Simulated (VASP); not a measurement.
# TaN (Pmc2_1) in VASP: notebook, part 2 of 2

VASP 6.6.1.

### 5 Single point, PBEsol (atoms displaced along a vibrational mode)

INCAR reads:

```
SYSTEM = TaN
  ALGO = Normal
  EDIFF = 1E-7
  ENCUT = 520
  GGA = PS
  ISIF = 2
  ISMEAR = 0
  LASPH = .True.
  LCHARG = .False.
  LREAL = .False.
  LWAVE = .False.
  NBANDS = 24
  NELM = 60
  PREC = Accurate
  SIGMA = 0.15
```

KPOINTS reads:

```
k-points
0
Gamma
  20 20 12
  0 0 0
```

POSCAR reads:

```
TaN
1.0
    0.0000000000      0.0000000000      2.8707276426
    2.9239890448      0.0000000000      0.0000000000
    0.0000000000      5.0644975863      0.0000000000
Ta N
2 2
Direct
    0.5000000000     -0.1025995636      0.3333333333
    0.5000000000      0.6025995636      0.8333333333
    0.0000000000      0.4558034305      0.5000000000
    0.0000000000      0.0441965695      0.0000000000
```

Potentials or basis: VASP PAW PBE potentials, release 64 (Ta_pv, N).

On the command line:

```console
> cat potpaw_PBE.64/Ta_pv/POTCAR potpaw_PBE.64/N/POTCAR > POTCAR
> mpirun -np 1 vasp_std > vasp.out
```

OUTCAR:

```text
SYSTEM = TaN
   EDIFF = 1E-7
   ENCUT = 520
   GGA = PS
   ISIF = 2
   ISMEAR = 0
   LASPH = .True.
   LREAL = .False.
   NELM = 60
   PREC = Accurate

 ion  position               nearest neighbor table
   1  0.500  0.897  0.333-   3 2.11   3 2.11   4 2.26   4 2.26   3 2.33   3 2.33   2 2.67   2 2.67
                             2 3.27   2 3.27
   2  0.500  0.603  0.833-   4 2.11   4 2.11   3 2.26   3 2.26   4 2.33   4 2.33   1 2.67   1 2.67
                             1 3.27   1 3.27
   3  0.000  0.456  0.500-   1 2.11   1 2.11   2 2.26   2 2.26   1 2.33   1 2.33
   4  0.000  0.044  0.000-   2 2.11   2 2.11   1 2.26   1 2.26   2 2.33   2 2.33

  LATTYP: Found a simple orthorhombic cell.
 ALAT       =     2.8707276426
 B/A-ratio  =     1.0185532760
 C/A-ratio  =     1.7641860242

  Lattice vectors:

 A1 = (   0.0000000000,   0.0000000000,   2.8707276426)
 A2 = (   2.9239890448,   0.0000000000,   0.0000000000)
 A3 = (   0.0000000000,   5.0644975863,   0.0000000000)

Analysis of symmetry for initial positions (statically):
=====================================================================
 Subroutine PRICEL returns:
 Original cell was already a primitive cell.

 Routine SETGRP: Setting up the symmetry group for a
 simple orthorhombic supercell.

 Subroutine GETGRP returns: Found  4 space group operations
 (whereof  2 operations were pure point group operations)
 out of a pool of  8 trial point group operations.

The static configuration has the point symmetry C_1h.
 The point group associated with its full space group is C_2v.

Analysis of symmetry for dynamics (positions and initial velocities):
=====================================================================
 Subroutine PRICEL returns:
 Original cell was already a primitive cell.

 Routine SETGRP: Setting up the symmetry group for a
 simple orthorhombic supercell.

 Subroutine GETGRP returns: Found  4 space group operations
 (whereof  2 operations were pure point group operations)
 out of a pool of  8 trial point group operations.

The dynamic configuration has the point symmetry C_1h.
 The point group associated with its full space group is C_2v.

 Subroutine INISYM returns: Found  4 space group operations
 (whereof  2 operations are pure point group operations),
 and found     1 'primitive' translations

----------------------------------------------------------------------------------------

                                     Primitive cell

  volume of cell :      42.5113

  direct lattice vectors                    reciprocal lattice vectors
     0.000000000  0.000000000  2.870727643     0.000000000  0.000000000  0.348343739
     2.923989045  0.000000000  0.000000000     0.341998545  0.000000000  0.000000000
     0.000000000  5.064497586  0.000000000     0.000000000  0.197452952  0.000000000

  length of vectors
     2.870727643  2.923989045  5.064497586     0.348343739  0.341998545  0.197452952

  position of ions in fractional coordinates (direct lattice)
     0.500000000  0.897400436  0.333333333
     0.500000000  0.602599564  0.833333333
     0.000000000  0.455803430  0.500000000
     0.000000000  0.044196570  0.000000000

  ion indices of the primitive-cell ions
[... 28 lines left out ...]
 ===========================================

 Found    847 irreducible k-points:

 Following reciprocal coordinates:
            Coordinates               Weight
  0.000000  0.000000  0.000000      1.000000
  0.050000  0.000000  0.000000      2.000000
  0.100000  0.000000  0.000000      2.000000
  0.150000  0.000000  0.000000      2.000000
  0.200000  0.000000  0.000000      2.000000
  0.250000  0.000000  0.000000      2.000000
[... 16 lines left out ...]
  0.000000  0.100000  0.000000      2.000000
  0.050000  0.100000  0.000000      4.000000
 [... further k-points ...]
   k-points           NKPTS =    847   k-points in BZ     NKDIM =    847   number of bands    NBANDS=     24
   number of dos      NEDOS =    301   number of ions     NIONS =      4
   total plane-waves  NPLWV =  23040
   dimension x,y,z NGX =    24 NGY =   24 NGZ =   40
   dimension x,y,z NGXF=    48 NGYF=   48 NGZF=   80
   ions per type =               2   2
   NGX,Y,Z   is equivalent  to a cutoff of  13.90, 13.65, 13.13 a.u.
   NGXF,Y,Z  is equivalent  to a cutoff of  27.80, 27.29, 26.26 a.u.
 SYSTEM =  TaN
   PREC   = accura    normal or accurate (medium, high low for compatibility)
   ISTART =      0    job   : 0-new  1-cont  2-samecut
   ICHARG =      2    charge: 1-file 2-atom 10-const
   ISPIN  =      1    spin polarized calculation?
   LNONCOLLINEAR =      F non collinear calculations
   LSORBIT =      F    spin-orbit coupling
   LASPH  =      T    aspherical Exc in radial PAW
   ENCUT  =  520.0 eV  38.22 Ry    6.18 a.u.   5.34  5.44  9.42*2*pi/ulx,y,z
   NELM   =     60;   NELMIN=  2; NELMDL= -5     # of ELM steps
   EDIFF  = 0.1E-06   stopping-criterion for ELM
   LREAL  =      F    real-space projection
   EDIFFG = 0.1E-05   stopping-criterion for IOM
   NSW    =      0    number of steps for IOM
   IBRION =     -1    ionic relax: 0-MD 1-quasi-New 2-CG
   NFREE  =      0    steps in history (QN), initial steepest desc. (CG)
   ISIF   =      2    stress and relaxation
   ISYM   =      2    0-nonsym 1-usesym 2-fastsym
   POTIM  = 0.5000    time-step for ionic-motion
   TEBEG  =    0.0;   TEEND  =   0.0 temperature during run
   PSTRESS=    0.0 pullay stress
   NELECT =      32.0000    total number of electrons
   NUPDOWN=      -1.0000    fix difference up-down
   EMIN   =  10.00;   EMAX   =-10.00  energy-range for DOS
   EFERMI =   0.00;   METHOD = LEGACY
   ISMEAR =     0;   SIGMA  =   0.15  broadening in eV -4-tet -1-fermi 0-gaus
   EFERMI_NEDOS =   21; number of points for ismear=-14 and -15
   IALGO  =     38    algorithm
   IMIX   =      4    mixing-type and parameters
     AMIX     =   0.40;   BMIX     =  1.00
     AMIX_MAG =   1.60;   BMIX_MAG =  1.00
  volume/ion in A,a.u.               =      10.63        71.72
  Fermi-wavevector in a.u.,A,eV,Ry     =   1.489213  2.814204 30.174390  2.217755
  Thomas-Fermi vector in A             =   2.602150
   LORBIT       =      0    0 simple, 1 ext, 2 COOP (PROOUT), +10 PAW based schemes
   GGA     = PS    functional components
   LHFCALC =     F    Hartree Fock is set to
   AEXX    =    0.0000 exact exchange contribution
   IVDW    =     0    specifies the selected vdW correction
   LEPSILON=     F    determine dielectric tensor
   LRPA    =     F    only Hartree local field effects (RPA)
 non-spin polarized calculation
 Gauss-broadening in eV      SIGMA  =   0.15
  energy-cutoff  :      520.00
  volume of cell :       42.51
 maximum number of plane-waves:      1166
 NGX is ok and might be reduce to    24
   NGX = 11   NGY = 11   NGZ = 19

 number of electron      32.0000001 magnetization

 Free energy of the ion-electron system (eV)
  ---------------------------------------------------
  ext. energy  EPLUGINS =         0.00000000
  ---------------------------------------------------
  free energy    TOTEN  =       -45.84971749 eV

  energy without entropy =      -45.83654253  energy(sigma->0) =      -45.84313001

 E-fermi :   8.6799     XC(G=0): -13.5623

 val. band max:        8.6789340177   @ k =   0.0000   0.0000   0.0000
 cond. band min:       8.6801822342   @ k =   0.3000   0.2500   0.0833
 fundamental gap:      0.0012482164
 Fermi energy:         8.6798808326

 k-point     1 :       0.0000    0.0000    0.0000
  band No.  band energies     occupation
      1     -27.5176      2.00000
      2     -26.4777      2.00000
      3     -26.3550      2.00000
      4     -26.2779      2.00000
      5     -26.2679      2.00000
      6     -25.9709      2.00000
[... 637 lines left out ...]
     23      13.4302      0.00000
     24      13.6438      0.00000

 [... further k-points ...]

------------------------ aborting loop because EDIFF is reached ----------------------------------------

  FORCE on cell =-STRESS in cart. coord.  units (eV):
  Direction    XX          YY          ZZ          XY          YZ          ZX
  --------------------------------------------------------------------------------------
  -------------------------------------------------------------------------------------
  Total        0.0923167      7.3621956      1.4762488      0.0000000      0.0000000      0.0000000
  in kB        3.4792585    277.4685945     55.6372990      0.0000000      0.0000000      0.0000000
  external PRESSURE =     112.1950507 kB  Pullay stress =       0.0000000 kB

 VOLUME and BASIS-vectors are now :
 -----------------------------------------------------------------------------
  energy-cutoff  :      520.00
  volume of cell :       42.51
      direct lattice vectors                 reciprocal lattice vectors
     0.000000000  0.000000000  2.870727643     0.000000000  0.000000000  0.348343739
     2.923989045  0.000000000  0.000000000     0.341998545  0.000000000  0.000000000
     0.000000000  5.064497586  0.000000000     0.000000000  0.197452952  0.000000000

 POSITION                                       TOTAL-FORCE (eV/Angst)
 -----------------------------------------------------------------------------------
      2.62399      1.68817      1.43536         5.294355     -0.142469      0.000000
      1.76199      4.22041      1.43536        -5.294355     -0.142469      0.000000
      1.33276      2.53225      0.00000        -0.244643      0.142469      0.000000
      0.12923      0.00000      0.00000         0.244643      0.142469      0.000000
 -----------------------------------------------------------------------------------
    total drift:                                0.000000     -0.000144      0.000000

  FREE ENERGIE OF THE ION-ELECTRON SYSTEM (eV)
  ---------------------------------------------------
  free  energy   TOTEN  =       -45.8497174885 eV

  energy  without entropy=      -45.8365425288  energy(sigma->0) =      -45.84313001
```

OSZICAR:

```text
N       E                     dE             d eps       ncg     rms          rms(c)
DAV:   1     0.259946873523E+03    0.25995E+03   -0.17327E+04 40656   0.142E+03
DAV:   2    -0.377925402046E+02   -0.29774E+03   -0.28281E+03 48632   0.411E+02
DAV:   3    -0.503168662481E+02   -0.12524E+02   -0.12340E+02 51664   0.809E+01
DAV:   4    -0.504639209211E+02   -0.14705E+00   -0.14660E+00 45280   0.917E+00
DAV:   5    -0.504657655926E+02   -0.18447E-02   -0.18441E-02 51608   0.865E-01    0.346E+01
DAV:   6    -0.461434348898E+02    0.43223E+01   -0.15969E+01 49304   0.284E+01    0.155E+01
DAV:   7    -0.459139960476E+02    0.22944E+00   -0.11553E+00 47344   0.765E+00    0.959E+00
DAV:   8    -0.458555858774E+02    0.58410E-01   -0.20076E-01 50744   0.350E+00    0.120E+00
DAV:   9    -0.458500383200E+02    0.55476E-02   -0.17869E-02 46848   0.867E-01    0.274E-01
DAV:  10    -0.458497482616E+02    0.29006E-03   -0.14611E-03 49952   0.354E-01    0.794E-02
DAV:  11    -0.458497177570E+02    0.30505E-04   -0.13725E-04 49608   0.910E-02    0.146E-02
DAV:  12    -0.458497179315E+02   -0.17450E-06   -0.78055E-06 47072   0.236E-02    0.458E-03
DAV:  13    -0.458497175684E+02    0.36309E-06   -0.50895E-07 48944   0.598E-03    0.212E-03
DAV:  14    -0.458497174885E+02    0.79935E-07   -0.62903E-08 23296   0.221E-03
   1 F= -.45849717E+02 E0= -.45843130E+02  d E =-.131750E-01
```

stdout:

```text
POSCAR found type information on POSCAR TaN
 POSCAR found :  2 types and       4 ions
 scaLAPACK will be used
 -----------------------------------------------------------------------------
|                                                                             |
|                                                                             |
|     You enforced a specific xc type in the INCAR file but a different       |
|     I HOPE YOU KNOW WHAT YOU ARE DOING!                                     |
|                                                                             |
 -----------------------------------------------------------------------------

 LDA part: xc-table for (Slater+PW92), standard interpolation
 POSCAR, INCAR and KPOINTS ok, starting setup
 FFT: planning ... GRIDC
 FFT: planning ... GRID_SOFT
 FFT: planning ... GRID
 WAVECAR not read
 entering main loop
```

It took 4 min on 1 thread of Intel Xeon 6975P-C (Granite Rapids), shared host; peak memory 0.75 GiB.

Results:

```
Free energy            : -45.8497 eV
Pressure               : 11.2 GPa
Largest force          : 5.296 eV/Å
Band gap on the k mesh : zero (bands 16 and 17 overlap by 0.37 eV)
```

Forces in eV/Å, atoms in the order of the input:
```
Ta   5.294 -0.142  0.000
Ta  -5.294 -0.142  0.000
N   -0.245  0.142  0.000
N    0.245  0.142  0.000
```

Stress tensor (GPa, compression positive):
```
 0.35  0.00  0.00
 0.00 27.75  0.00
 0.00  0.00  5.56
```

Levels at points of the mesh, in eV from the Fermi level:
| k point | band 14 | band 15 | band 16 | band 17 | band 18 | band 19 |
| --- | --- | --- | --- | --- | --- | --- |
| (0.00, 0.00, 0.00) | -3.58 | -3.37 | -2.49 | 0.00 | 2.44 | 2.75 |
| (0.50, 0.00, 0.00) | -3.85 | -1.90 | -0.86 | 0.71 | 0.86 | 0.98 |
| (0.00, 0.50, 0.00) | -4.74 | -3.19 | -0.62 | 0.26 | 0.59 | 2.14 |
| (0.50, 0.50, 0.00) | -3.66 | -2.89 | 0.13 | 2.82 | 3.28 | 4.26 |
| (0.00, 0.00, 0.50) | -4.70 | -2.41 | -2.41 | 0.67 | 0.67 | 3.06 |
| (0.50, 0.00, 0.50) | -4.68 | -2.42 | -2.42 | 1.97 | 1.97 | 2.45 |
| (0.00, 0.50, 0.50) | -3.89 | -3.49 | -3.49 | 2.16 | 2.16 | 3.17 |
| (0.50, 0.50, 0.50) | -5.58 | -0.66 | -0.66 | 3.27 | 3.27 | 4.75 |

Caveat: the cell differs from its parent crystal (atoms displaced along a vibrational mode); the stress differs along the axes, from 0 to 28 GPa; the PAW data sets were made with another functional, which shifts forces and pressure a little; spin-orbit coupling is left out, which moves the levels of the heavy elements.

### 6 Single point, PBEsol (atoms displaced along a vibrational mode)

INCAR reads:

```
SYSTEM = TaN
PREC = Accurate ; ENCUT = 520
EDIFF = 1E-6 ; ISMEAR = 0
SIGMA = 0.15 ; LREAL = .False.
LASPH = .True. ; NELM = 100
ALGO = Normal ; ISIF = 2
LWAVE = .False. ; LCHARG = .False.
GGA = PS ; NBANDS = 24
```

KPOINTS reads:

```
Automatic mesh
0
Gamma
  20 20 12
  0 0 0
```

POSCAR reads:

```
TaN
1.0
    0.0000000000      0.0000000000      2.8707276426
    2.9239890448      0.0000000000      0.0000000000
    0.0000000000      5.0644975863      0.0000000000
Ta N
2 2
Direct
    0.5000000000      0.0769496727      0.3333333333
    0.5000000000      0.4230503273      0.8333333333
    0.0000000000      0.5331474271      0.5000000000
    0.0000000000     -0.0331474271      0.0000000000
```

Potentials or basis: VASP PAW PBE potentials, release 64 (Ta_pv, N).

On the command line:

```console
> cat potpaw_PBE.64/Ta_pv/POTCAR potpaw_PBE.64/N/POTCAR > POTCAR
> mpirun -np 1 vasp_std > vasp.out
```

It took 3.4 min on 1 thread of Intel Xeon 6975P-C (Granite Rapids), shared host; peak memory 0.75 GiB.

Results (log left out):

```yaml
Free_energy: -46.5753 eV
Pressure: 7.2 GPa
Largest_force: 4.391 eV/Å
Band_gap_on_the_k_mesh: zero (bands 16 and 17 overlap by 0.24 eV)
```

Forces on the atoms (eV/Å):
```
Ta  -4.390 -0.034  0.000
Ta   4.390 -0.034  0.000
N    0.073  0.034  0.000
N   -0.073  0.034  0.000
```

Stress tensor (GPa, compression positive):
```
 0.31  0.00  0.00
 0.00 17.68  0.00
 0.00  0.00  3.70
```

Levels at points of the mesh, in eV from the Fermi level:
```csv
k point,band 13,band 14,band 15,band 16,band 17,band 18,band 19,band 20
"(0.00, 0.00, 0.00)",-4.37,-3.54,-3.13,-2.62,0.93,2.87,3.04,3.18
"(0.50, 0.00, 0.00)",-4.06,-3.78,-1.13,-0.61,0.60,1.49,1.61,3.03
"(0.00, 0.50, 0.00)",-4.87,-4.70,-2.55,-0.61,0.73,0.86,1.95,2.31
"(0.50, 0.50, 0.00)",-4.94,-3.66,-2.27,-0.12,3.26,3.84,4.48,5.63
"(0.00, 0.00, 0.50)",-4.47,-4.47,-2.54,-2.54,1.20,1.20,3.31,3.31
"(0.50, 0.00, 0.50)",-4.65,-4.65,-2.11,-2.11,2.43,2.43,2.52,2.52
"(0.00, 0.50, 0.50)",-3.66,-3.66,-3.36,-3.36,2.57,2.57,3.59,3.59
"(0.50, 0.50, 0.50)",-5.55,-5.55,-0.47,-0.47,3.71,3.71,5.18,5.18
```

Caveat: the cell differs from its parent crystal (atoms displaced along a vibrational mode); the stress differs along the axes, from 0 to 18 GPa; the PAW data sets were made with another functional, which shifts forces and pressure a little; spin-orbit coupling is left out, which moves the levels of the heavy elements.

### 7 Summary

| cell | gap on the mesh (eV) | pressure (GPa) | largest force (eV/Å) |
| --- | --- | --- | --- |
| as given, atomic positions A | none | 2.6 | 2.34 |
| as given, atomic positions B | none | 3.9 | 3.08 |
| as given, atomic positions C | none | 1.6 | 1.58 |
| as given, atomic positions D | none | 11.2 | 5.30 |
| as given, atomic positions E | none | 7.2 | 4.39 |

Alike in all rows: task single point; level PBEsol; potentials or basis VASP PAW PBE potentials, release 64 (Ta_pv, N); no spin polarisation; k mesh 20 × 20 × 12; cutoff (eV) 520; smearing gaussian 0.15 eV.

Caveats: the PAW data sets were made with another functional, which shifts forces and pressure a little; spin-orbit coupling is left out, which moves the levels of the heavy elements; the stress differs along the axes, from 0 to 6 GPa (at least some runs); the stress differs along the axes, from 0 to 9 GPa (at least some runs); the stress differs along the axes, from 0 to 28 GPa (at least some runs); the stress differs along the axes, from 0 to 18 GPa (at least some runs).

Absolute energies hang on the potentials; compare differences alone.

The gap in the log of VASP goes by the Fermi energy; the results here count the filled bands.